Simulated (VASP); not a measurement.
# Ca3Hg (Pm-3m) in VASP: a series of runs

The runs below take Ca3Hg through single point, with LDA.

All numbers are computed with VASP 6.6.1; they aren't measurements. Logs are shortened: lines on timing, memory, paths and dates and some standing lists are left out, and cuts for length are marked.

## 1. The cell of the first run

The structure is cubic, space group Pm-3m (No. 221). Conventional cell: a = 4.960 Å, b = 4.960 Å, c = 4.960 Å, α = 90.00°, β = 90.00°, γ = 90.00°. Ca (site symmetry 4/mmm) has 8 Ca at 3.51 Å and 4 Hg at 3.51 Å within 4.6 Å. Within 4.6 Å of Hg (site symmetry m-3m) lie 12 Ca at 3.51 Å.

## 2. Single point, LDA

INCAR reads:

```
PREC     = Accurate       # precision mode
ENCUT    = 520            # plane-wave cutoff, eV
EDIFF    = 1E-6           # SCF threshold, eV
ISMEAR   = -1             # smearing method
SIGMA    = 0.1            # smearing width, eV
LREAL    = False          # projectors in reciprocal space
LASPH    = True           # aspherical terms in the spheres
NELM     = 60             # most SCF steps
ALGO     = Normal         # electronic algorithm
ISIF     = 2              # what is computed and relaxed
LWAVE    = False          # write WAVECAR
LCHARG   = True           # write CHGCAR
GGA      = CA             # functional
LELF     = True           # ELF
LVHAR    = True         
NBANDS   = 29             # bands
```

KPOINTS reads:

```
Automatic mesh
0
Gamma
  5 5 5
```

POSCAR reads:

```
Ca3Hg
1.0
    4.9603829426      0.0000000000      0.0000000000
    0.0000000000      4.9603829426      0.0000000000
    0.0000000000      0.0000000000      4.9603829426
Ca Hg
3 1
Direct
    0.5000000000      0.0000000000      0.0000000000
    0.0000000000      0.0000000000      0.5000000000
    0.0000000000      0.5000000000      0.0000000000
    0.5000000000      0.5000000000      0.5000000000
```

Potentials or basis: VASP PAW LDA potentials, release 64 (Ca_sv, Hg).

Run with:

```console
cat potpaw_LDA.64/Ca_sv/POTCAR potpaw_LDA.64/Hg/POTCAR > POTCAR
mpirun -np 1 vasp_std > vasp.out
```

OUTCAR:

```text
PREC = Accurate
   ENCUT = 520
   EDIFF = 1E-6
   ISMEAR = -1
   LREAL = False
   LASPH = True
   NELM = 60
   ISIF = 2
   GGA = CA

 ion  position               nearest neighbor table
   1  0.500  0.000  0.000-   4 3.51   4 3.51   4 3.51   4 3.51
   2  0.000  0.000  0.500-   4 3.51   4 3.51   4 3.51   4 3.51
   3  0.000  0.500  0.000-   4 3.51   4 3.51   4 3.51   4 3.51
   4  0.500  0.500  0.500-   1 3.51   2 3.51   3 3.51   1 3.51   3 3.51   1 3.51   2 3.51   1 3.51
                             2 3.51   3 3.51   3 3.51   2 3.51

  LATTYP: Found a simple cubic cell.
 ALAT       =     4.9603829426

  Lattice vectors:

 A1 = (   4.9603829426,   0.0000000000,   0.0000000000)
 A2 = (   0.0000000000,   4.9603829426,   0.0000000000)
 A3 = (   0.0000000000,   0.0000000000,   4.9603829426)

Analysis of symmetry for initial positions (statically):
=====================================================================
 Subroutine PRICEL returns:
 Original cell was already a primitive cell.

 Routine SETGRP: Setting up the symmetry group for a
 simple cubic supercell.

 Subroutine GETGRP returns: Found 48 space group operations
 (whereof 48 operations were pure point group operations)
 out of a pool of 48 trial point group operations.

The static configuration has the point symmetry O_h .

Analysis of symmetry for dynamics (positions and initial velocities):
=====================================================================
 Subroutine PRICEL returns:
 Original cell was already a primitive cell.

 Routine SETGRP: Setting up the symmetry group for a
 simple cubic supercell.

 Subroutine GETGRP returns: Found 48 space group operations
 (whereof 48 operations were pure point group operations)
 out of a pool of 48 trial point group operations.

The dynamic configuration has the point symmetry O_h .

 Subroutine INISYM returns: Found 48 space group operations
 (whereof 48 operations are pure point group operations),
 and found     1 'primitive' translations

----------------------------------------------------------------------------------------

                                     Primitive cell

  volume of cell :     122.0522

  direct lattice vectors                    reciprocal lattice vectors
     4.960382943  0.000000000  0.000000000     0.201597339  0.000000000  0.000000000
     0.000000000  4.960382943  0.000000000     0.000000000  0.201597339  0.000000000
     0.000000000  0.000000000  4.960382943     0.000000000  0.000000000  0.201597339

  length of vectors
     4.960382943  4.960382943  4.960382943     0.201597339  0.201597339  0.201597339

  position of ions in fractional coordinates (direct lattice)
     0.500000000  0.000000000  0.000000000
     0.000000000  0.000000000  0.500000000
     0.000000000  0.500000000  0.000000000
     0.500000000  0.500000000  0.500000000

  ion indices of the primitive-cell ions
   primitive index   ion index
                 1           1
                 2           2
                 3           3
                 4           4

----------------------------------------------------------------------------------------

 KPOINTS: Automatic mesh

Automatic generation of k-mesh.
 Grid dimensions read from file:
 generate k-points for:    5    5    5

 Generating k-lattice:

  Cartesian coordinates                     Fractional coordinates (reciprocal lattice)
     0.040319468  0.000000000  0.000000000     0.200000000  0.000000000  0.000000000
     0.000000000  0.040319468  0.000000000     0.000000000  0.200000000  0.000000000
     0.000000000  0.000000000  0.040319468     0.000000000  0.000000000  0.200000000

  Length of vectors
     0.040319468  0.040319468  0.040319468

  Shift w.r.t. Gamma in fractional coordinates (k-lattice)
     0.000000000  0.000000000  0.000000000

 Subroutine IBZKPT returns following result:
 ===========================================

 Found     10 irreducible k-points:

 Following reciprocal coordinates:
            Coordinates               Weight
  0.000000  0.000000  0.000000      1.000000
  0.200000  0.000000  0.000000      6.000000
  0.400000  0.000000  0.000000      6.000000
  0.200000  0.200000  0.000000     12.000000
  0.400000  0.200000  0.000000     24.000000
  0.400000  0.400000  0.000000     12.000000
  0.200000  0.200000  0.200000      8.000000
  0.400000  0.200000  0.200000     24.000000
  0.400000  0.400000  0.200000     24.000000
  0.400000  0.400000  0.400000      8.000000
   k-points           NKPTS =     10   k-points in BZ     NKDIM =     10   number of bands    NBANDS=     29
   number of dos      NEDOS =    301   number of ions     NIONS =      4
   total plane-waves  NPLWV =  64000
   dimension x,y,z NGX =    40 NGY =   40 NGZ =   40
   dimension x,y,z NGXF=    80 NGYF=   80 NGZF=   80
   ions per type =               3   1
   NGX,Y,Z   is equivalent  to a cutoff of  13.41, 13.41, 13.41 a.u.
   NGXF,Y,Z  is equivalent  to a cutoff of  26.81, 26.81, 26.81 a.u.
 SYSTEM =  unknown system
   PREC   = accura    normal or accurate (medium, high low for compatibility)
   ISTART =      0    job   : 0-new  1-cont  2-samecut
   ICHARG =      2    charge: 1-file 2-atom 10-const
   ISPIN  =      1    spin polarized calculation?
   LNONCOLLINEAR =      F non collinear calculations
   LSORBIT =      F    spin-orbit coupling
   LASPH  =      T    aspherical Exc in radial PAW
   ENCUT  =  520.0 eV  38.22 Ry    6.18 a.u.   9.22  9.22  9.22*2*pi/ulx,y,z
   NELM   =     60;   NELMIN=  2; NELMDL= -5     # of ELM steps
   EDIFF  = 0.1E-05   stopping-criterion for ELM
   LREAL  =      F    real-space projection
   EDIFFG = 0.1E-04   stopping-criterion for IOM
   NSW    =      0    number of steps for IOM
   IBRION =     -1    ionic relax: 0-MD 1-quasi-New 2-CG
   NFREE  =      0    steps in history (QN), initial steepest desc. (CG)
   ISIF   =      2    stress and relaxation
   ISYM   =      2    0-nonsym 1-usesym 2-fastsym
   POTIM  = 0.5000    time-step for ionic-motion
   TEBEG  =    0.0;   TEEND  =   0.0 temperature during run
   PSTRESS=    0.0 pullay stress
   NELECT =      42.0000    total number of electrons
   NUPDOWN=      -1.0000    fix difference up-down
   EMIN   =  10.00;   EMAX   =-10.00  energy-range for DOS
   EFERMI =   0.00;   METHOD = LEGACY
   ISMEAR =    -1;   SIGMA  =   0.10  broadening in eV -4-tet -1-fermi 0-gaus
   EFERMI_NEDOS =   21; number of points for ismear=-14 and -15
   IALGO  =     38    algorithm
   IMIX   =      4    mixing-type and parameters
     AMIX     =   0.40;   BMIX     =  1.00
     AMIX_MAG =   1.60;   BMIX_MAG =  1.00
  volume/ion in A,a.u.               =      30.51       205.91
  Fermi-wavevector in a.u.,A,eV,Ry     =   1.147209  2.167912 17.906486  1.316090
  Thomas-Fermi vector in A             =   2.283890
   LORBIT       =      0    0 simple, 1 ext, 2 COOP (PROOUT), +10 PAW based schemes
   GGA     = CA    functional components
   LHFCALC =     F    Hartree Fock is set to
   AEXX    =    0.0000 exact exchange contribution
   IVDW    =     0    specifies the selected vdW correction
   LEPSILON=     F    determine dielectric tensor
   LRPA    =     F    only Hartree local field effects (RPA)
 non-spin polarized calculation
  energy-cutoff  :      520.00
  volume of cell :      122.05
 maximum number of plane-waves:      3305
 NGX is ok and might be reduce to    40
   NGX = 19   NGY = 19   NGZ = 19

 number of electron      41.9999997 magnetization

 Free energy of the ion-electron system (eV)
  ---------------------------------------------------
  ext. energy  EPLUGINS =         0.00000000
  ---------------------------------------------------
  free energy    TOTEN  =        -8.71273541 eV

  energy without entropy =       -8.56007026  energy(sigma->0) =       -8.63640283

 E-fermi :   2.7401     XC(G=0):  -9.2788

 val. band max:        2.7333113281   @ k =   0.4000   0.4000   0.2000
 cond. band min:       2.7795399765   @ k =   0.2000   0.2000   0.0000
 fundamental gap:      0.0462286483
 Fermi energy:         2.7401394636

 k-point     1 :       0.0000    0.0000    0.0000
  band No.  band energies     occupation
      1     -38.3496      2.00000
      2     -38.2894      2.00000
      3     -38.2894      2.00000
      4     -19.7855      2.00000
      5     -19.7855      2.00000
      6     -19.7855      2.00000
[... 21 lines left out ...]
     28       6.3629      0.00000
     29       6.3638      0.00000

 k-point     2 :       0.2000    0.0000    0.0000
  band No.  band energies     occupation
      1     -38.3446      2.00000
      2     -38.2944      2.00000
      3     -38.2893      2.00000
      4     -19.7704      2.00000
      5     -19.7704      2.00000
      6     -19.7616      2.00000
[... 21 lines left out ...]
     28       6.1878      0.00000
     29       6.3725      0.00000

 k-point     3 :       0.4000    0.0000    0.0000
  band No.  band energies     occupation
      1     -38.3328      2.00000
      2     -38.3061      2.00000
      3     -38.2892      2.00000
      4     -19.7392      2.00000
      5     -19.7392      2.00000
      6     -19.6962      2.00000
[... 21 lines left out ...]
     28       5.2359      0.00000
     29       5.8992      0.00000

 k-point     4 :       0.2000    0.2000    0.0000
  band No.  band energies     occupation
      1     -38.3399      2.00000
      2     -38.2962      2.00000
      3     -38.2920      2.00000
      4     -19.7810      2.00000
      5     -19.7546      2.00000
      6     -19.7206      2.00000
[... 149 lines left out ...]
     28       5.7773      0.00000
     29       6.1035      0.00000

 k-point     9 :       0.4000    0.4000    0.2000
  band No.  band energies     occupation
      1     -38.3173      2.00000
      2     -38.3073      2.00000
      3     -38.3030      2.00000
      4     -19.8220      2.00000
      5     -19.7426      2.00000
      6     -19.6989      2.00000
[... 21 lines left out ...]
     28       5.7268      0.00000
     29       5.9302      0.00000

 k-point    10 :       0.4000    0.4000    0.4000
  band No.  band energies     occupation
      1     -38.3129      2.00000
      2     -38.3072      2.00000
      3     -38.3072      2.00000
      4     -19.8715      2.00000
      5     -19.7433      2.00000
      6     -19.7407      2.00000
[... 21 lines left out ...]
     28       5.3677      0.00000
     29       6.1424      0.00000

------------------------ aborting loop because EDIFF is reached ----------------------------------------

  FORCE on cell =-STRESS in cart. coord.  units (eV):
  Direction    XX          YY          ZZ          XY          YZ          ZX
  --------------------------------------------------------------------------------------
  -------------------------------------------------------------------------------------
  Total       -0.9244343     -0.9244343     -0.9244343     -0.0000000     -0.0000000     -0.0000000
  in kB      -12.1350344    -12.1350344    -12.1350344     -0.0000000     -0.0000000     -0.0000000
  external PRESSURE =     -12.1350344 kB  Pullay stress =       0.0000000 kB

 VOLUME and BASIS-vectors are now :
 -----------------------------------------------------------------------------
  energy-cutoff  :      520.00
  volume of cell :      122.05
      direct lattice vectors                 reciprocal lattice vectors
     4.960382943  0.000000000  0.000000000     0.201597339  0.000000000  0.000000000
     0.000000000  4.960382943  0.000000000     0.000000000  0.201597339  0.000000000
     0.000000000  0.000000000  4.960382943     0.000000000  0.000000000  0.201597339

 POSITION                                       TOTAL-FORCE (eV/Angst)
 -----------------------------------------------------------------------------------
      2.48019      0.00000      0.00000         0.000000      0.000000      0.000000
      0.00000      0.00000      2.48019         0.000000      0.000000      0.000000
      0.00000      2.48019      0.00000         0.000000      0.000000      0.000000
      2.48019      2.48019      2.48019         0.000000      0.000000      0.000000
 -----------------------------------------------------------------------------------
    total drift:                               -0.000000      0.000000     -0.000000

  FREE ENERGIE OF THE ION-ELECTRON SYSTEM (eV)
  ---------------------------------------------------
  free  energy   TOTEN  =        -8.7127354071 eV

  energy  without entropy=       -8.5600702625  energy(sigma->0) =       -8.63640283
```

It took 50 s on 1 thread of AMD EPYC 7R43 (Zen 3), shared host; peak memory 0.17 GiB.

Results:

| Property | Result |
| --- | --- |
| Free energy | -8.7127 eV |
| Pressure | -1.2 GPa |
| Band gap on the k mesh | zero (band 21 reaches 3.37 eV, above the bottom of band 22 at 2.68 eV) |

Caveat: spin-orbit coupling is left out, which moves the levels of the heavy elements.

## 3. Single point, LDA

This run uses another cell than the first one, of 31.40 Å³/atom, 1.029 times its volume.

INCAR reads:

```
ALGO = Normal ; EDIFF = 1E-6
ENCUT = 520 ; GGA = CA
ISIF = 2 ; ISMEAR = -1
LASPH = T ; LCHARG = F
LREAL = F ; LWAVE = F
NBANDS = 29 ; NELM = 80
PREC = Accurate ; SIGMA = 0.1
```

KPOINTS reads:

```
k-points
0
Gamma
  5 5 5
```

POSCAR reads:

```
Ca3Hg
1.0
    5.0078536064      0.0000000000      0.0000000000
    0.0000000000      5.0078536064      0.0000000000
    0.0000000000      0.0000000000      5.0078536064
Ca Hg
3 1
Direct
    0.5000000000      0.0000000000      0.0000000000
    0.0000000000      0.0000000000      0.5000000000
    0.0000000000      0.5000000000      0.0000000000
    0.5000000000      0.5000000000      0.5000000000
```

Potentials or basis: VASP PAW LDA potentials, release 64 (Ca_sv, Hg).

Run with:

```console
cat potpaw_LDA.64/Ca_sv/POTCAR potpaw_LDA.64/Hg/POTCAR > POTCAR
mpirun -np 1 vasp_std > vasp.out
```

Run time: 44 s. Hardware: 1 thread of AMD EPYC 7R43 (Zen 3), shared host; peak memory 0.17 GiB.

Results (log left out):

```yaml
Free_energy: -8.6799 eV
Pressure: -1.8 GPa
Band_gap_on_the_k_mesh: zero (band 21 reaches 3.23 eV, above the bottom of band 22 at 2.55 eV)
```

Levels at points of the mesh, in eV from the Fermi level:
```
           k point  band 19  band 20  band 21  band 22  band 23  band 24
(0.00, 0.00, 0.00)    -1.69     0.60     0.60     1.02     1.02     1.02
```

Caveat: spin-orbit coupling is left out, which moves the levels of the heavy elements.

## 4. Single point, LDA

This run uses another cell than the first one, of 32.28 Å³/atom, 1.058 times its volume.

INCAR reads:

```
SYSTEM = Ca3Hg
PREC     = Accurate       ! precision mode
ENCUT    = 520            ! plane-wave cutoff, eV
EDIFF    = 1E-6           ! SCF threshold, eV
ISMEAR   = -1             ! smearing method
SIGMA    = 0.1            ! smearing width, eV
LREAL    = .False.        ! projectors in reciprocal space
LASPH    = .True.         ! aspherical terms in the spheres
NELM     = 100            ! most SCF steps
ALGO     = Normal         ! electronic algorithm
ISIF     = 2              ! what is computed and relaxed
LWAVE    = .False.        ! write WAVECAR
LCHARG   = .False.        ! write CHGCAR
NBANDS   = 29             ! bands
```

KPOINTS reads:

```
regular mesh
0
Gamma
  5 5 5
  0 0 0
```

POSCAR reads:

```
Ca3Hg
1.0
    5.0544409664      0.0000000000      0.0000000000
    0.0000000000      5.0544409664      0.0000000000
    0.0000000000      0.0000000000      5.0544409664
Ca Hg
3 1
Direct
    0.5000000000      0.0000000000      0.0000000000
    0.0000000000      0.0000000000      0.5000000000
    0.0000000000      0.5000000000      0.0000000000
    0.5000000000      0.5000000000      0.5000000000
```

Run with:

```console
cat potpaw_LDA.64/Ca_sv/POTCAR potpaw_LDA.64/Hg/POTCAR > POTCAR
mpirun -np 1 vasp_std > vasp.out
```

Wall time 41 s (1 thread of AMD EPYC 7R43 (Zen 3), shared host); peak memory 0.17 GiB.

Results (log left out):

- Free energy: -8.6341 eV
- Pressure: -2.4 GPa
- Band gap on the k mesh: zero (band 21 reaches 3.09 eV, above the bottom of band 22 at 2.42 eV)

Levels at points of the mesh, in eV from the Fermi level:
| k point | band 17 | band 18 | band 19 | band 20 | band 21 | band 22 | band 23 | band 24 | band 25 | band 26 |
| --- | --- | --- | --- | --- | --- | --- | --- | --- | --- | --- |
| (0.00, 0.00, 0.00) | -6.82 | -5.91 | -1.67 | 0.59 | 0.59 | 1.00 | 1.00 | 1.00 | 1.02 | 1.02 |

Caveat: spin-orbit coupling is left out, which moves the levels of the heavy elements.

## 5. Single point, LDA

This run uses another cell than the first one, of 33.17 Å³/atom, 1.087 times its volume.

INCAR reads:

```
PREC = Accurate
ENCUT = 520
EDIFF = 1E-7
ISMEAR = -1
SIGMA = 0.1
LREAL = False
LASPH = True
NELM = 80
ALGO = Normal
ISIF = 2
LWAVE = False
LCHARG = False
NBANDS = 29
```

KPOINTS reads:

```
Automatic mesh
0
Gamma
  5 5 5
```

POSCAR reads:

```
Ca3Hg
1.0
    5.1001850000      0.0000000000      0.0000000000
    0.0000000000      5.1001850000      0.0000000000
    0.0000000000      0.0000000000      5.1001850000
Ca Hg
3 1
Direct
    0.5000000000      0.0000000000      0.0000000000
    0.0000000000      0.0000000000      0.5000000000
    0.0000000000      0.5000000000      0.0000000000
    0.5000000000      0.5000000000      0.5000000000
```

Run with:

```console
cat potpaw_LDA.64/Ca_sv/POTCAR potpaw_LDA.64/Hg/POTCAR > POTCAR
mpirun -np 1 vasp_std > vasp.out
```

It took 51 s on 1 thread of AMD EPYC 7R43 (Zen 3), shared host; peak memory 0.17 GiB.

It converged, with:

```
Free energy            : -8.5772 eV
Pressure               : -2.9 GPa
Band gap on the k mesh : zero (band 21 reaches 2.95 eV, above the bottom of band 22 at 2.31 eV)
```

Levels at points of the mesh, in eV from the Fermi level:
```
           k point  band 17  band 18  band 19  band 20  band 21  band 22  band 23  band 24  band 25  band 26
(0.00, 0.00, 0.00)    -6.79    -5.83    -1.65     0.57     0.57     0.96     0.96     0.96     1.01     1.01
```

Caveat: spin-orbit coupling is left out, which moves the levels of the heavy elements.

## 6. Overview

```tsv
cell	gap on the mesh (eV)	pressure (GPa)
a = 4.960 Å, 4 atoms	none	-1.2
a = 5.008 Å, 4 atoms	none	-1.8
a = 5.054 Å, 4 atoms	none	-2.4
a = 5.100 Å, 4 atoms	none	-2.9
```

Alike in all rows: task single point; level LDA; potentials or basis VASP PAW LDA potentials, release 64 (Ca_sv, Hg); no spin polarisation; k mesh 5 × 5 × 5; cutoff (eV) 520; smearing fermi-dirac 0.1 eV.

Caveats: spin-orbit coupling is left out, which moves the levels of the heavy elements.

Total energies depend on the potentials used, so only differences within one code and one set of settings carry meaning.
